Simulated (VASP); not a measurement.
# Ca (I4/mmm) in VASP: further runs

Ca is run at these levels: PBEsol; tasks: single point.

Program: VASP 6.6.1. These are calculated values, not measurements. Logs are shortened: lines on timing, memory, paths and dates and some standing lists are left out, and cuts for length are marked.

**1. The cell of the first run**

It takes space group I4/mmm (No. 139, tetragonal). Conventional cell: a = 4.410 Å, b = 4.410 Å, c = 4.392 Å, α = 90.00°, β = 90.00°, γ = 90.00°. Ca (site symmetry 4/mmm) has 14 Ca at 3.81 to 4.41 Å within 5.0 Å.

**2. Single point, PBEsol**

INCAR

```
SYSTEM = Ca
PREC = Accurate ; ENCUT = 520
EDIFF = 1E-7 ; ISMEAR = -1
SIGMA = 0.3 ; LREAL = .False.
LASPH = .True. ; NELM = 100
ALGO = Normal ; ISIF = 2
LWAVE = .False. ; LCHARG = .False.
GGA = PS ; NBANDS = 11
```

KPOINTS

```
Automatic mesh
0
Gamma
  7 7 7
  0 0 0
```

POSCAR

```
Ca
1.0
   -2.2052050000      2.2052050000      2.1961150000
    2.2052050000     -2.2052050000      2.1961150000
    2.2052050000      2.2052050000     -2.1961150000
Ca
1
Direct
    0.5000000000      0.5000000000      0.0000000000
```

Potentials or basis: VASP PAW PBE potentials, release 64 (Ca_sv).

Launch:

```bash
$ cat potpaw_PBE.64/Ca_sv/POTCAR > POTCAR
$ mpirun -np 1 vasp_std > vasp.out
```

OUTCAR:

```text
SYSTEM = Ca
   PREC = Accurate
   ENCUT = 520
   EDIFF = 1E-7
   ISMEAR = -1
   LREAL = .False.
   LASPH = .True.
   NELM = 100
   ISIF = 2
   GGA = PS

 ion  position               nearest neighbor table
   1  0.500  0.500  0.000-

  LATTYP: Found a body centered tetragonal cell.
 ALAT       =     4.4104100000
 C/A-ratio  =     0.9958779343

  Lattice vectors:

 A1 = (  -2.2052050000,   2.2052050000,   2.1961150000)
 A2 = (   2.2052050000,  -2.2052050000,   2.1961150000)
 A3 = (   2.2052050000,   2.2052050000,  -2.1961150000)

Analysis of symmetry for initial positions (statically):
=====================================================================
 Subroutine PRICEL returns:
 Original cell was already a primitive cell.

 Routine SETGRP: Setting up the symmetry group for a
 body centered tetragonal supercell.

 Subroutine GETGRP returns: Found 16 space group operations
 (whereof 16 operations were pure point group operations)
 out of a pool of 16 trial point group operations.

The static configuration has the point symmetry D_4h.

Analysis of symmetry for dynamics (positions and initial velocities):
=====================================================================
 Subroutine PRICEL returns:
 Original cell was already a primitive cell.

 Routine SETGRP: Setting up the symmetry group for a
 body centered tetragonal supercell.

 Subroutine GETGRP returns: Found 16 space group operations
 (whereof 16 operations were pure point group operations)
 out of a pool of 16 trial point group operations.

The dynamic configuration has the point symmetry D_4h.

 Subroutine INISYM returns: Found 16 space group operations
 (whereof 16 operations are pure point group operations),
 and found     1 'primitive' translations

----------------------------------------------------------------------------------------

                                     Primitive cell

  volume of cell :      42.7182

  direct lattice vectors                    reciprocal lattice vectors
    -2.205205000  2.205205000  2.196115000     0.000000000  0.226736290  0.227674780
     2.205205000 -2.205205000  2.196115000     0.226736290  0.000000000  0.227674780
     2.205205000  2.205205000 -2.196115000     0.226736290  0.226736290  0.000000000

  length of vectors
     3.814286208  3.814286208  3.814286208     0.321317834  0.321317834  0.320653536

  position of ions in fractional coordinates (direct lattice)
     0.500000000  0.500000000  0.000000000

  ion indices of the primitive-cell ions
   primitive index   ion index
                 1           1

----------------------------------------------------------------------------------------

 KPOINTS: Automatic mesh

Automatic generation of k-mesh.
 Grid dimensions read from file:
 generate k-points for:    7    7    7

 Generating k-lattice:

  Cartesian coordinates                     Fractional coordinates (reciprocal lattice)
     0.000000000  0.032390899  0.032524969     0.142857143 -0.000000000  0.000000000
     0.032390899  0.000000000  0.032524969    -0.000000000  0.142857143  0.000000000
     0.032390899  0.032390899  0.000000000     0.000000000  0.000000000  0.142857143

  Length of vectors
     0.045902548  0.045902548  0.045807648

  Shift w.r.t. Gamma in fractional coordinates (k-lattice)
     0.000000000  0.000000000  0.000000000

 Subroutine IBZKPT returns following result:
 ===========================================

 Found     40 irreducible k-points:

 Following reciprocal coordinates:
            Coordinates               Weight
  0.000000  0.000000  0.000000      1.000000
  0.142857  0.000000 -0.000000      8.000000
  0.285714 -0.000000  0.000000      8.000000
  0.428571  0.000000 -0.000000      8.000000
  0.142857  0.142857  0.000000      8.000000
  0.285714  0.142857  0.000000     16.000000
[... 16 lines left out ...]
 -0.142857  0.285714  0.142857      8.000000
 -0.428571  0.428571  0.142857      8.000000
 [... further k-points ...]
   k-points           NKPTS =     40   k-points in BZ     NKDIM =     40   number of bands    NBANDS=     11
   number of dos      NEDOS =    301   number of ions     NIONS =      1
   total plane-waves  NPLWV =  21952
   dimension x,y,z NGX =    28 NGY =   28 NGZ =   28
   dimension x,y,z NGXF=    56 NGYF=   56 NGZF=   56
   ions per type =               1
   NGX,Y,Z   is equivalent  to a cutoff of  12.20, 12.20, 12.20 a.u.
   NGXF,Y,Z  is equivalent  to a cutoff of  24.41, 24.41, 24.41 a.u.
 SYSTEM =  Ca
   PREC   = accura    normal or accurate (medium, high low for compatibility)
   ISTART =      0    job   : 0-new  1-cont  2-samecut
   ICHARG =      2    charge: 1-file 2-atom 10-const
   ISPIN  =      1    spin polarized calculation?
   LNONCOLLINEAR =      F non collinear calculations
   LSORBIT =      F    spin-orbit coupling
   LASPH  =      T    aspherical Exc in radial PAW
   ENCUT  =  520.0 eV  38.22 Ry    6.18 a.u.   7.09  7.09  7.09*2*pi/ulx,y,z
   NELM   =    100;   NELMIN=  2; NELMDL= -5     # of ELM steps
   EDIFF  = 0.1E-06   stopping-criterion for ELM
   LREAL  =      F    real-space projection
   EDIFFG = 0.1E-05   stopping-criterion for IOM
   NSW    =      0    number of steps for IOM
   IBRION =     -1    ionic relax: 0-MD 1-quasi-New 2-CG
   NFREE  =      0    steps in history (QN), initial steepest desc. (CG)
   ISIF   =      2    stress and relaxation
   ISYM   =      2    0-nonsym 1-usesym 2-fastsym
   POTIM  = 0.5000    time-step for ionic-motion
   TEBEG  =    0.0;   TEEND  =   0.0 temperature during run
   PSTRESS=    0.0 pullay stress
   NELECT =      10.0000    total number of electrons
   NUPDOWN=      -1.0000    fix difference up-down
   EMIN   =  10.00;   EMAX   =-10.00  energy-range for DOS
   EFERMI =   0.00;   METHOD = LEGACY
   ISMEAR =    -1;   SIGMA  =   0.30  broadening in eV -4-tet -1-fermi 0-gaus
   EFERMI_NEDOS =   21; number of points for ismear=-14 and -15
   IALGO  =     38    algorithm
   IMIX   =      4    mixing-type and parameters
     AMIX     =   0.40;   BMIX     =  1.00
     AMIX_MAG =   1.60;   BMIX_MAG =  1.00
  volume/ion in A,a.u.               =      42.72       288.28
  Fermi-wavevector in a.u.,A,eV,Ry     =   1.008952  1.906643 13.850514  1.017984
  Thomas-Fermi vector in A             =   2.141850
   LORBIT       =      0    0 simple, 1 ext, 2 COOP (PROOUT), +10 PAW based schemes
   GGA     = PS    functional components
   LHFCALC =     F    Hartree Fock is set to
   AEXX    =    0.0000 exact exchange contribution
   IVDW    =     0    specifies the selected vdW correction
   LEPSILON=     F    determine dielectric tensor
   LRPA    =     F    only Hartree local field effects (RPA)
 non-spin polarized calculation
  energy-cutoff  :      520.00
  volume of cell :       42.72
 maximum number of plane-waves:      1168
   NGX = 15   NGY = 15   NGZ = 15

 number of electron      10.0000001 magnetization

 Free energy of the ion-electron system (eV)
  ---------------------------------------------------
  ext. energy  EPLUGINS =         0.00000000
  ---------------------------------------------------
  free energy    TOTEN  =        -2.30851096 eV

  energy without entropy =       -1.94124435  energy(sigma->0) =       -2.12487766

 E-fermi :   1.7704     XC(G=0):  -7.7621

 val. band max:        1.4816226777   @ k =  -0.2857  -0.4286   0.2857
 cond. band min:       1.8229252538   @ k =  -0.4286  -0.4286   0.1429
 fundamental gap:      0.3413025761
 Fermi energy:         1.7704116756

 k-point     1 :       0.0000    0.0000    0.0000
  band No.  band energies     occupation
      1     -39.9438      2.00000
      2     -20.9415      2.00000
      3     -20.9415      2.00000
      4     -20.9415      2.00000
      5      -2.1562      2.00000
      6       4.1866      0.00064
      7       4.2057      0.00060
      8       4.2057      0.00060
      9       5.2470      0.00002
     10       5.2700      0.00002
     11      12.0289      0.00000

 k-point     2 :       0.1429    0.0000   -0.0000
  band No.  band energies     occupation
      1     -39.9411      2.00000
      2     -20.9679      2.00000
      3     -20.9503      2.00000
      4     -20.9415      2.00000
      5      -1.7934      1.99999
      6       3.9828      0.00125
      7       4.0141      0.00113
      8       4.4701      0.00025
      9       5.0780      0.00003
     10       5.2651      0.00002
     11      11.3870      0.00000

 k-point     3 :       0.2857   -0.0000    0.0000
  band No.  band energies     occupation
      1     -39.9350      2.00000
      2     -21.0263      2.00000
      3     -20.9701      2.00000
      4     -20.9415      2.00000
      5      -0.7826      1.99960
      6       3.2278      0.01541
      7       3.5653      0.00503
      8       5.1128      0.00003
      9       5.2215      0.00002
     10       5.3529      0.00001
     11       9.0950      0.00000

 k-point     4 :       0.4286    0.0000   -0.0000
  band No.  band energies     occupation
      1     -39.9301      2.00000
      2     -21.0725      2.00000
      3     -20.9859      2.00000
      4     -20.9414      2.00000
      5       0.5784      1.96308
      6       2.2167      0.36859
      7       3.2753      0.01317
      8       5.1740      0.00002
      9       5.5046      0.00001
     10       6.1098      0.00000
     11       7.4449      0.00000
[... 239 lines left out ...]
 k-point    22 :      -0.2857    0.2857    0.1429
  band No.  band energies     occupation
      1     -39.9327      2.00000
      2     -21.0233      2.00000
      3     -20.9793      2.00000
      4     -20.9619      2.00000
      5      -0.4686      1.99885
      6       3.2724      0.01330
      7       3.7892      0.00239
      8       4.4412      0.00027
      9       5.1654      0.00002
     10       5.5240      0.00001
     11       9.1373      0.00000

 k-point    23 :      -0.1429    0.2857    0.1429
  band No.  band energies     occupation
      1     -39.9327      2.00000
      2     -21.0230      2.00000
      3     -20.9798      2.00000
      4     -20.9618      2.00000
      5      -0.4672      1.99885
      6       3.2818      0.01289
      7       3.7682      0.00256
      8       4.4567      0.00026
      9       5.1629      0.00002
     10       5.5242      0.00001
     11       9.1627      0.00000

 k-point    24 :      -0.4286    0.4286    0.1429
  band No.  band energies     occupation
      1     -39.9280      2.00000
      2     -21.0660      2.00000
      3     -20.9953      2.00000
      4     -20.9605      2.00000
      5       0.8580      1.90883
      6       2.2534      0.33316
      7       3.5459      0.00536
      8       4.5866      0.00017
      9       5.5436      0.00001
     10       6.0551      0.00000
     11       7.4349      0.00000

 [... further k-points ...]
[... 5 lines left out ...]
  --------------------------------------------------------------------------------------
  -------------------------------------------------------------------------------------
  Total       -0.2051216     -0.2051216     -0.2008025      0.0000000      0.0000000      0.0000000
  in kB       -7.6932339     -7.6932339     -7.5312433      0.0000000      0.0000000      0.0000000
  external PRESSURE =      -7.6392370 kB  Pullay stress =       0.0000000 kB

 VOLUME and BASIS-vectors are now :
 -----------------------------------------------------------------------------
  energy-cutoff  :      520.00
  volume of cell :       42.72
      direct lattice vectors                 reciprocal lattice vectors
    -2.205205000  2.205205000  2.196115000     0.000000000  0.226736290  0.227674780
     2.205205000 -2.205205000  2.196115000     0.226736290  0.000000000  0.227674780
     2.205205000  2.205205000 -2.196115000     0.226736290  0.226736290  0.000000000

 POSITION                                       TOTAL-FORCE (eV/Angst)
 -----------------------------------------------------------------------------------
      0.00000      0.00000      2.19611         0.000000      0.000000      0.000000
 -----------------------------------------------------------------------------------
    total drift:                                0.000000     -0.000000      0.000000

  FREE ENERGIE OF THE ION-ELECTRON SYSTEM (eV)
  ---------------------------------------------------
  free  energy   TOTEN  =        -2.3085109585 eV

  energy  without entropy=       -1.9412443537  energy(sigma->0) =       -2.12487766
```

Wall time 12 s (1 thread of Intel Xeon Platinum 8375C at 2.90GHz (Ice Lake), shared host); peak memory 0.16 GiB.

Results:

| Quantity | Value |
| --- | --- |
| Free energy | -2.3085 eV |
| Pressure | -0.8 GPa |
| Band gap on the k mesh | zero (band 5 reaches 2.14 eV, above the bottom of band 6 at 1.88 eV) |

Caveat: the PAW data sets were made with another functional, which shifts forces and pressure a little.

**3. Single point, PBEsol**

INCAR

```
SYSTEM = Ca
PREC = Accurate
ENCUT = 520
EDIFF = 1E-6
ISMEAR = -1
SIGMA = 0.2
LREAL = .False.
LASPH = .True.
NELM = 60
ALGO = Normal
ISIF = 2
LWAVE = .False.
LCHARG = .True.
GGA = PS
LELF = .True.
LVHAR = .True.
NBANDS = 11
```

KPOINTS is that of step 2.

POSCAR is that of step 2.

Potentials or basis: VASP PAW PBE potentials, release 64 (Ca_sv).

Launch:

```bash
$ cat potpaw_PBE.64/Ca_sv/POTCAR > POTCAR
$ mpirun -np 1 vasp_std > vasp.out
```

Wall time 11 s (1 thread of Intel Xeon Platinum 8375C at 2.90GHz (Ice Lake), shared host); peak memory 0.16 GiB.

Results (log left out):

```yaml
Free_energy: -2.2048 eV
Pressure: -0.8 GPa
Band_gap_on_the_k_mesh: zero (band 5 reaches 2.13 eV, above the bottom of band 6 at 1.87 eV)
```

Levels at points of the mesh, in eV from the Fermi level:
```csv
k point,band 1,band 2,band 3,band 4,band 5,band 6,band 7,band 8,band 9,band 10
"(0.00, 0.00, 0.00)",-41.81,-22.80,-22.80,-22.80,-3.98,2.34,2.36,2.36,3.40,3.42
```

Caveat: the PAW data sets were made with another functional, which shifts forces and pressure a little.

[end of part 1 of 2]
